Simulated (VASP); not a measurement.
# MgB2 (P6/mmm) in VASP: settings compared

Aim: see how the results for MgB2 move with the level of theory and the settings. Levels: r2SCAN0, r2SCAN50, r2SCAN. Tasks: single point, relaxation of cell and atoms.

Everything below comes from runs of VASP 6.6.1. Logs are shortened: lines on timing, memory, paths and dates and some standing lists are left out, and cuts for length are marked.

## (1) The cell of the first run

It takes space group P6/mmm (No. 191, hexagonal). Conventional cell: a = 3.085 Å, b = 3.085 Å, c = 3.523 Å, α = 90.00°, β = 90.00°, γ = 120.00°. Within 3.3 Å of Mg (site symmetry 6/mmm) lie 12 B at 2.51 Å and 6 Mg at 3.08 to 3.09 Å. Within 2.4 Å of B (site symmetry -6m2) lie 3 B at 1.78 Å.

## (2) Single point, r2SCAN0

Input file POSCAR:

```
MgB2
1.0
    3.0850000000      0.0000000000      0.0000000000
   -1.5425000000      2.6716883707      0.0000000000
    0.0000000000      0.0000000000      3.5230000000
Mg B
1 2
Direct
    0.0000000000      0.0000000000      0.0000000000
    0.6666666667      0.3333333333      0.5000000000
    0.3333333333      0.6666666667      0.5000000000
```

Input file INCAR.step1:

```
SYSTEM = MgB2
PREC = Accurate
ENCUT = 580
EDIFF = 1E-5
ISMEAR = -1
SIGMA = 0.05
LREAL = .False.
LASPH = .True.
NELM = 120
ALGO = Normal
ISIF = 2
LWAVE = .True.
LCHARG = .False.
NBANDS = 11
GGA = PE
GGA_COMPAT = .False.
```

Input file INCAR.step2:

```
SYSTEM = MgB2
PREC = Accurate
ENCUT = 580
EDIFF = 1E-6
ISMEAR = -1
SIGMA = 0.05
LREAL = .False.
LASPH = .True.
NELM = 120
ALGO = Normal
ISIF = 2
LWAVE = .False.
LCHARG = .False.
METAGGA = R2SCAN
LHFCALC = .True.
AEXX = 0.25
LMIXTAU = .True.
PRECFOCK = Normal
NBANDS = 11
ISTART = 1
GGA_COMPAT = .False.
```

Input file KPOINTS:

```
regular mesh
0
Gamma
  5 5 4
  0 0 0
```

Potentials or basis: VASP PAW PBE potentials, release 64 (Mg, B).

Started as:

```
> cat potpaw_PBE.64/Mg/POTCAR potpaw_PBE.64/B/POTCAR > POTCAR
> cp INCAR.step1 INCAR
> mpirun -np 1 vasp_std > vasp.out
> cp INCAR.step2 INCAR
> mpirun -np 1 vasp_std > vasp.out
```

OUTCAR:

```text
SYSTEM = MgB2
   PREC = Accurate
   ENCUT = 580
   EDIFF = 1E-6
   ISMEAR = -1
   LREAL = .False.
   LASPH = .True.
   NELM = 120
   ISIF = 2
   METAGGA = R2SCAN
   LHFCALC = .True.
   AEXX = 0.25
   PRECFOCK = Normal
   ISTART = 1

 ion  position               nearest neighbor table
   1  0.000  0.000  0.000-   2 2.51   3 2.51   2 2.51   3 2.51   2 2.51   2 2.51   3 2.51   3 2.51
                             2 2.51   2 2.51   3 2.51   3 2.51
   2  0.667  0.333  0.500-   3 1.78   3 1.78   3 1.78   1 2.51   1 2.51   1 2.51   1 2.51   1 2.51
                             1 2.51
   3  0.333  0.667  0.500-   2 1.78   2 1.78   2 1.78   1 2.51   1 2.51   1 2.51   1 2.51   1 2.51
                             1 2.51

  LATTYP: Found a hexagonal cell.
 ALAT       =     3.0850000000
 C/A-ratio  =     1.1419773096

  Lattice vectors:

 A1 = (   3.0850000000,   0.0000000000,   0.0000000000)
 A2 = (  -1.5425000000,   2.6716883707,   0.0000000000)
 A3 = (   0.0000000000,   0.0000000000,   3.5230000000)

Analysis of symmetry for initial positions (statically):
=====================================================================
 Subroutine PRICEL returns:
 Original cell was already a primitive cell.

 Routine SETGRP: Setting up the symmetry group for a
 hexagonal supercell.

 Subroutine GETGRP returns: Found 24 space group operations
 (whereof 24 operations were pure point group operations)
 out of a pool of 24 trial point group operations.

The static configuration has the point symmetry D_6h.

Analysis of symmetry for dynamics (positions and initial velocities):
=====================================================================
 Subroutine PRICEL returns:
 Original cell was already a primitive cell.

 Routine SETGRP: Setting up the symmetry group for a
 hexagonal supercell.

 Subroutine GETGRP returns: Found 24 space group operations
 (whereof 24 operations were pure point group operations)
 out of a pool of 24 trial point group operations.

The dynamic configuration has the point symmetry D_6h.

 Subroutine INISYM returns: Found 24 space group operations
 (whereof 24 operations are pure point group operations),
 and found     1 'primitive' translations

----------------------------------------------------------------------------------------

                                     Primitive cell

  volume of cell :      29.0371

  direct lattice vectors                    reciprocal lattice vectors
     3.085000000  0.000000000  0.000000000     0.324149109  0.187147575  0.000000000
    -1.542500000  2.671688371  0.000000000     0.000000000  0.374295150  0.000000000
     0.000000000  0.000000000  3.523000000     0.000000000  0.000000000  0.283848992

  length of vectors
     3.085000000  3.085000000  3.523000000     0.374295150  0.374295150  0.283848992

  position of ions in fractional coordinates (direct lattice)
     0.000000000  0.000000000  0.000000000
     0.666666667  0.333333333  0.500000000
     0.333333333  0.666666667  0.500000000

  ion indices of the primitive-cell ions
   primitive index   ion index
                 1           1
                 2           2
                 3           3

----------------------------------------------------------------------------------------

 KPOINTS: regular mesh

Automatic generation of k-mesh.
 Grid dimensions read from file:
 generate k-points for:    5    5    4

 Generating k-lattice:

  Cartesian coordinates                     Fractional coordinates (reciprocal lattice)
     0.064829822  0.037429515  0.000000000     0.200000000  0.000000000  0.000000000
     0.000000000  0.074859030  0.000000000     0.000000000  0.200000000  0.000000000
     0.000000000  0.000000000  0.070962248     0.000000000  0.000000000  0.250000000

  Length of vectors
     0.074859030  0.074859030  0.070962248

  Shift w.r.t. Gamma in fractional coordinates (k-lattice)
     0.000000000  0.000000000  0.000000000

 Subroutine IBZKPT returns following result:
 ===========================================

 Found     15 irreducible k-points:

 Following reciprocal coordinates:
            Coordinates               Weight
  0.000000  0.000000  0.000000      1.000000
  0.200000  0.000000  0.000000      6.000000
  0.400000  0.000000  0.000000      6.000000
  0.200000  0.200000  0.000000      6.000000
  0.400000  0.200000  0.000000      6.000000
  0.000000  0.000000  0.250000      2.000000
  0.200000  0.000000  0.250000     12.000000
  0.400000  0.000000  0.250000     12.000000
  0.200000  0.200000  0.250000     12.000000
  0.400000  0.200000  0.250000     12.000000
  0.000000  0.000000  0.500000      1.000000
  0.200000  0.000000  0.500000      6.000000
  0.400000  0.000000  0.500000      6.000000
  0.200000  0.200000  0.500000      6.000000
  0.400000  0.200000  0.500000      6.000000
   k-points           NKPTS =     15   k-points in BZ     NKDIM =    100   number of bands    NBANDS=     11
   number of dos      NEDOS =    301   number of ions     NIONS =      3
   total plane-waves  NPLWV =  16128
   dimension x,y,z NGX =    24 NGY =   24 NGZ =   28
   dimension x,y,z NGXF=    48 NGYF=   48 NGZF=   56
   ions per type =               1   2
   NGX,Y,Z   is equivalent  to a cutoff of  12.93, 12.93, 13.21 a.u.
   NGXF,Y,Z  is equivalent  to a cutoff of  25.87, 25.87, 26.43 a.u.
 SYSTEM =  MgB2
   PREC   = accura    normal or accurate (medium, high low for compatibility)
   ISTART =      1    job   : 0-new  1-cont  2-samecut
   ICHARG =      0    charge: 1-file 2-atom 10-const
   ISPIN  =      1    spin polarized calculation?
   LNONCOLLINEAR =      F non collinear calculations
   LSORBIT =      F    spin-orbit coupling
   LASPH  =      T    aspherical Exc in radial PAW
   ENCUT  =  580.0 eV  42.63 Ry    6.53 a.u.   6.06  6.06  6.92*2*pi/ulx,y,z
   NELM   =    120;   NELMIN=  2; NELMDL=  0     # of ELM steps
   EDIFF  = 0.1E-05   stopping-criterion for ELM
   LREAL  =      F    real-space projection
   EDIFFG = 0.1E-04   stopping-criterion for IOM
   NSW    =      0    number of steps for IOM
   IBRION =     -1    ionic relax: 0-MD 1-quasi-New 2-CG
   NFREE  =      0    steps in history (QN), initial steepest desc. (CG)
   ISIF   =      2    stress and relaxation
   ISYM   =      3    0-nonsym 1-usesym 2-fastsym
   POTIM  = 0.5000    time-step for ionic-motion
   TEBEG  =    0.0;   TEEND  =   0.0 temperature during run
   PSTRESS=    0.0 pullay stress
   NELECT =       8.0000    total number of electrons
   NUPDOWN=      -1.0000    fix difference up-down
   EMIN   =  10.00;   EMAX   =-10.00  energy-range for DOS
   EFERMI =   0.00;   METHOD = LEGACY
   ISMEAR =    -1;   SIGMA  =   0.05  broadening in eV -4-tet -1-fermi 0-gaus
   EFERMI_NEDOS =   21; number of points for ismear=-14 and -15
   IALGO  =     38    algorithm
   IMIX   =      1    mixing-type and parameters
     AMIX     =   0.40;   BMIX     =  1.00
     AMIX_MAG =   1.60;   BMIX_MAG =  1.00
  volume/ion in A,a.u.               =       9.68        65.32
  Fermi-wavevector in a.u.,A,eV,Ry     =   1.065255  2.013040 15.439462  1.134768
  Thomas-Fermi vector in A             =   2.200801
   LORBIT       =      0    0 simple, 1 ext, 2 COOP (PROOUT), +10 PAW based schemes
   METAGGA = R2SCAN    functional components
   LHFCALC =     T    Hartree Fock is set to
   PRECFOCK=normal    Normal, Fast or Accurate (Low or Medium for compatibility)
   ENCUT4O =  -1.0   cutoff for four orbital integrals eV
   NKREDX  =     1    reduce k-point grid by
   NKREDY  =     1    reduce k-point grid by
   NKREDZ  =     1    reduce k-point grid by
   AEXX    =    0.2500 exact exchange contribution
   HFSCREEN=    0.0000 screening length (either q_TF or 0.3 A-1)
   HFSCREENC=   0.0000 screening length for correlation (either q_TF or 0.3 A-1)
   ENCUTFOCK=  -1.0 apply spherical cutoff to Coloumb kernel
   IVDW    =     0    specifies the selected vdW correction
   LEPSILON=     F    determine dielectric tensor
   LRPA    =     F    only Hartree local field effects (RPA)
 non-spin polarized calculation
  energy-cutoff  :      580.00
  volume of cell :       29.04
 maximum number of plane-waves:       936
  NGX = 20; NGY = 20; NGZ = 24

 number of electron       8.0000000 magnetization

 Free energy of the ion-electron system (eV)
  ---------------------------------------------------
  ext. energy  EPLUGINS =         0.00000000
  ---------------------------------------------------
  free energy    TOTEN  =       -20.46229882 eV

  energy without entropy =      -20.46228131  energy(sigma->0) =      -20.46229007

 E-fermi :   5.4029     XC(G=0):  -8.9513

 val. band max:        4.9786686233   @ k =   0.0000   0.0000   0.0000
 cond. band min:       5.8310226556   @ k =   0.0000   0.0000   0.2500
 fundamental gap:      0.8523540323
 Fermi energy:         5.4029484962

 k-point     1 :       0.0000    0.0000    0.0000
  band No.  band energies     occupation
      1      -9.9161      2.00000
      2       1.1928      2.00000
      3       4.9787      1.99959
      4       4.9787      1.99959
      5       7.7475      0.00000
      6      12.6953      0.00000
      7      12.6953      0.00000
      8      14.7326      0.00000
      9      17.4071      0.00000
     10      19.8898      0.00000
     11      23.4272      0.00000

 k-point     2 :       0.2000    0.0000    0.0000
  band No.  band energies     occupation
      1      -9.1299      2.00000
      2       1.7392      2.00000
      3       2.0057      2.00000
      4       3.5206      2.00000
      5       8.4119      0.00000
      6      12.0352      0.00000
      7      14.8124      0.00000
      8      15.5987      0.00000
      9      16.0763      0.00000
     10      21.5244      0.00000
     11      21.8574      0.00000
[... 169 lines left out ...]
 k-point    15 :       0.4000    0.2000    0.5000
  band No.  band energies     occupation
      1      -3.9370      2.00000
      2      -3.1076      2.00000
      3       0.0329      2.00000
      4       1.2477      2.00000
      5       3.4513      2.00000
      6      11.0318      0.00000
      7      15.2468      0.00000
      8      20.6537      0.00000
      9      20.9389      0.00000
     10      21.0204      0.00000
     11      21.0890      0.00000

------------------------ aborting loop because EDIFF is reached ----------------------------------------

  FORCE on cell =-STRESS in cart. coord.  units (eV):
  Direction    XX          YY          ZZ          XY          YZ          ZX
  --------------------------------------------------------------------------------------
  -------------------------------------------------------------------------------------
  Total       -0.7269939     -0.7269939     -0.7324038     -0.0000000      0.0000000      0.0000000
  in kB      -40.1132372    -40.1132372    -40.4117415     -0.0000000      0.0000000      0.0000000
  external PRESSURE =     -40.2127386 kB  Pullay stress =       0.0000000 kB

 VOLUME and BASIS-vectors are now :
 -----------------------------------------------------------------------------
  energy-cutoff  :      580.00
  volume of cell :       29.04
      direct lattice vectors                 reciprocal lattice vectors
     3.085000000  0.000000000  0.000000000     0.324149109  0.187147575  0.000000000
    -1.542500000  2.671688371  0.000000000     0.000000000  0.374295150  0.000000000
     0.000000000  0.000000000  3.523000000     0.000000000  0.000000000  0.283848992

 POSITION                                       TOTAL-FORCE (eV/Angst)
 -----------------------------------------------------------------------------------
      0.00000      0.00000      0.00000         0.000000      0.000000      0.000000
      1.54250      0.89056      1.76150        -0.000000      0.000000      0.000000
     -0.00000      1.78113      1.76150         0.000000     -0.000000     -0.000000
 -----------------------------------------------------------------------------------
    total drift:                               -0.000000      0.000000      0.000000

  FREE ENERGIE OF THE ION-ELECTRON SYSTEM (eV)
  ---------------------------------------------------
  free  energy   TOTEN  =       -20.4622988241 eV

  energy  without entropy=      -20.4622813097  energy(sigma->0) =      -20.46229007
```

Run time: 2.6 min. Hardware: 1 thread of Intel Xeon 6975P-C (Granite Rapids), shared host; peak memory 0.15 GiB.

Results:

- Free energy: -20.4623 eV
- Pressure: -4.0 GPa
- Band gap on the k mesh: zero (bands 4 and 5 overlap by 3.00 eV)

Levels at points of the mesh, in eV from the Fermi level:
```tsv
k point	band 1	band 2	band 3	band 4	band 5	band 6	band 7	band 8	band 9
(0.00, 0.00, 0.00)	-15.32	-4.21	-0.42	-0.42	2.34	7.29	7.29	9.33	12.00
(0.00, 0.00, 0.50)	-13.93	-9.32	0.70	0.70	7.65	7.65	9.60	11.34	11.82
```

Caveat: the k points lie up to 0.47 Å⁻¹ apart, too coarse for converged energies and pressures of a metal; the PAW data sets were made with another functional, which shifts forces and pressure a little.

## (3) Single point, r2SCAN50

POSCAR is that of step 2.

Input file INCAR.step1:

```
  PREC = Accurate
  ENCUT = 580
  EDIFF = 1E-5
  ISMEAR = -1
  SIGMA = 0.05
  LREAL = F
  LASPH = T
  NELM = 120
  ALGO = Normal
  ISIF = 2
  LWAVE = T
  LCHARG = F
  GGA = PE
  NBANDS = 11
  GGA_COMPAT = F
```

Input file INCAR.step2:

```
  PREC = Accurate
  ENCUT = 580
  EDIFF = 1E-6
  ISMEAR = -1
  SIGMA = 0.05
  LREAL = F
  LASPH = T
  NELM = 120
  ALGO = Normal
  ISIF = 2
  LWAVE = F
  LCHARG = F
  METAGGA = R2SCAN
  LHFCALC = T
  AEXX = 0.5
  LMIXTAU = T
  PRECFOCK = Normal
  ISTART = 1
  NBANDS = 11
  GGA_COMPAT = F
```

Input file KPOINTS:

```
regular mesh
0
Gamma
  5 5 4
```

Potentials or basis: VASP PAW PBE potentials, release 64 (Mg, B).

Started as:

```
> cat potpaw_PBE.64/Mg/POTCAR potpaw_PBE.64/B/POTCAR > POTCAR
> cp INCAR.step1 INCAR
> mpirun -np 1 vasp_std > vasp.out
> cp INCAR.step2 INCAR
> mpirun -np 1 vasp_std > vasp.out
```

It took 4 min on 1 thread of Intel Xeon 6975P-C (Granite Rapids), shared host; peak memory 0.16 GiB.

The run converged. Its results:

```yaml
Free_energy: -21.5408 eV
Pressure: -5.2 GPa
Band_gap_on_the_k_mesh: zero (bands 4 and 5 overlap by 3.89 eV)
```

Stress tensor (GPa, compression positive):
```
-5.82  0.00  0.00
 0.00 -5.82  0.00
 0.00  0.00 -4.08
```

Levels at points of the mesh, in eV from the Fermi level:
| k point | band 1 | band 2 | band 3 | band 4 | band 5 | band 6 | band 7 | band 8 | band 9 |
| --- | --- | --- | --- | --- | --- | --- | --- | --- | --- |
| (0.00, 0.00, 0.00) | -17.09 | -4.95 | -0.92 | -0.92 | 3.06 | 8.30 | 8.30 | 10.52 | 13.53 |
| (0.00, 0.00, 0.50) | -15.59 | -10.56 | 0.94 | 0.94 | 8.69 | 8.69 | 10.95 | 12.65 | 13.03 |

Caveat: the k points lie up to 0.47 Å⁻¹ apart, too coarse for converged energies and pressures of a metal; the PAW data sets were made with another functional, which shifts forces and pressure a little.

## (4) Relaxation of cell and atoms, r2SCAN

POSCAR is that of step 3.

Input file INCAR.step1:

```
SYSTEM = MgB2
PREC = Accurate
ENCUT = 600
ISMEAR = -1
SIGMA = 0.05
LREAL = .False.
LASPH = .True.
NELM = 80
GGA = PE
ALGO = Normal
EDIFF = 1E-4
LWAVE = .True.
LCHARG = .False.
```

Input file INCAR.step2:

```
SYSTEM = MgB2
PREC = Accurate
ENCUT = 600
EDIFF = 1E-6
ISMEAR = -1
SIGMA = 0.05
LREAL = .False.
LASPH = .True.
NELM = 80
ALGO = Normal
ISIF = 3
LWAVE = .False.
LCHARG = .False.
METAGGA = R2SCAN
LMIXTAU = .True.
IBRION = 2
NSW = 60
EDIFFG = -0.01
ISTART = 1
```

Input file KPOINTS:

```
Automatic mesh
0
Gamma
  10 10 8
  0 0 0
```

Started as:

```
> cat potpaw_PBE.64/Mg/POTCAR potpaw_PBE.64/B/POTCAR > POTCAR
> cp INCAR.step1 INCAR
> mpirun -np 1 vasp_std > vasp.out
> cp INCAR.step2 INCAR
> mpirun -np 1 vasp_std > vasp.out
```

Run time: 6.7 min. Hardware: 1 thread of Intel Xeon 8259CL, shared host; peak memory 0.19 GiB.

The run converged. Its results:

```
Free energy                           : -19.4080 eV
Relaxed volume                        : 9.51 Å³/atom
Relaxed cell                          : a = 3.072 Å, b = 3.072 Å, c = 3.490 Å, α = 90.00°, β = 90.00°, γ = 120.00°
Space group after relaxing (to 0.1 Å) : P6/mmm (No. 191)
Energy gained by relaxing             : 1.4 meV/atom
Ionic steps                           : 5
Pressure after relaxing               : 0.0 GPa
Band gap on the k mesh                : zero (bands 4 and 5 overlap by 2.63 eV)
```

The path:
```csv
step,energy change (eV),largest force (eV/Å),pressure (GPa),volume (Å³)
1,0.0000,0.0000,-2.51,29.04
2,-0.0035,0.0000,0.89,28.40
3,-0.0039,0.0000,0.04,28.56
4,-0.0041,0.0000,0.02,28.54
5,-0.0042,0.0000,0.02,28.52
```

Final structure:
```
CELL_PARAMETERS angstrom
3.07218 0.00000 0.00000
-1.53609 2.66059 0.00000
0.00000 0.00000 3.48969
ATOMIC_POSITIONS crystal
Mg 0.00000 0.00000 0.00000
B 0.66667 0.33333 0.50000
B 0.33333 0.66667 0.50000
```

Levels at points of the mesh, in eV from the Fermi level:
```tsv
k point	band 1	band 2	band 3	band 4	band 5	band 6	band 7	band 8
(0.00, 0.00, 0.00)	-13.37	-3.15	0.33	0.33	2.05	6.59	6.59	8.54
(0.50, 0.00, 0.00)	-9.30	-8.41	-2.41	0.19	3.32	4.08	5.88	8.04
(0.00, 0.00, 0.50)	-12.05	-7.87	0.74	0.74	6.92	6.92	8.58	10.52
(0.50, 0.00, 0.50)	-8.26	-7.46	-3.85	-2.09	-1.30	6.06	9.53	9.76
```

Caveat: the PAW data sets were made with another functional, which shifts forces and pressure a little.

## (5) Summary

| task | level | cell | k mesh | cutoff (eV) | grid for exact exchange (PRECFOCK) | share of exact exchange | gap on the mesh (eV) | pressure (GPa) |
| --- | --- | --- | --- | --- | --- | --- | --- | --- |
| single point | r2SCAN0 | as given | 5 × 5 × 4 | 580 | Normal | 0.25 | none | -4.0 |
| single point | r2SCAN50 | as given | 5 × 5 × 4 | 580 | Normal | 0.5 | none | -5.2 |
| relaxation of cell and atoms | r2SCAN | relaxed | 10 × 10 × 8 | 600 | - | - | none | 0.0 |

Alike in all rows: potentials or basis VASP PAW PBE potentials, release 64 (Mg, B); no spin polarisation; smearing fermi-dirac 0.05 eV.

Caveats: some runs use coarse meshes; the PAW data sets were made with another functional, which shifts forces and pressure a little.

Absolute energies hang on the potentials; compare differences alone.
